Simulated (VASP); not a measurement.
Zr2PdS3:

```
CELL_PARAMETERS angstrom
5.61714 0.00000 0.00000
-2.80857 4.86458 0.00000
0.00000 0.00000 4.65157
ATOMIC_POSITIONS crystal
Zr 0.33333 0.66667 0.00000
Zr 0.66667 0.33333 0.00000
Pd 0.00000 0.00000 0.00000
S 0.50000 0.00000 0.50000
S 0.00000 0.50000 0.50000
S 0.50000 0.50000 0.50000
```

The cell was built from a structure type or drawn by symmetry, and may not be a known phase.

```yaml
Program: VASP 6.6.1
Task: relaxation of cell and atoms
Functional: PBE
Potentials_or_basis: VASP PAW PBE potentials, release 64 (Zr_sv, Pd, S)
Cutoff: 600 eV
k_mesh: 6 × 6 × 4
Occupations: gaussian, width 0.1 eV
Spin: no spin polarisation
```

At the start: pressure -10.1 GPa; volume 21.18 Å³/atom.

How do energy, volume and symmetry change on relaxing?

Over 11 steps the energy falls by 608.3 meV/atom and the volume is 20.96 Å³/atom (-1.1 %); space group P6/mmm (No. 191, to 0.1 Å) before and after.

Step by step:
```csv
step,energy change (eV),largest force (eV/Å),pressure (GPa),volume (Å³)
1,0.0000,0.0000,-10.06,127.10
2,-1.2494,0.0000,11.08,103.70
3,-1.3070,0.0000,6.10,106.99
4,-2.4301,0.0000,9.86,108.59
5,-2.8870,0.0000,17.26,108.86
6,-3.2043,0.0000,12.13,113.99
7,-3.3751,0.0000,6.46,121.31
8,-3.3754,0.0000,5.86,122.24
9,-3.4990,0.0000,4.18,123.16
10,-3.6442,0.0000,0.56,125.30
11,-3.6497,0.0000,-0.18,125.77
```

Final structure:
```xyz
6
Lattice="6.4560 0.0000 0.0000 -3.2280 5.5910 0.0000 0.0000 0.0000 3.4842" Properties=species:S:1:pos:R:3 pbc="T T T"
Zr    0.0000    3.7274    0.0000
Zr    3.2280    1.8637    0.0000
Pd    0.0000    0.0000    0.0000
S     0.0000    5.5910    1.7421
S    -1.6140    2.7955    1.7421
S     1.6140    2.7955    1.7421
```

Caveat: a cell axis changed by over 15 % at a fixed basis, so the end point is rough.
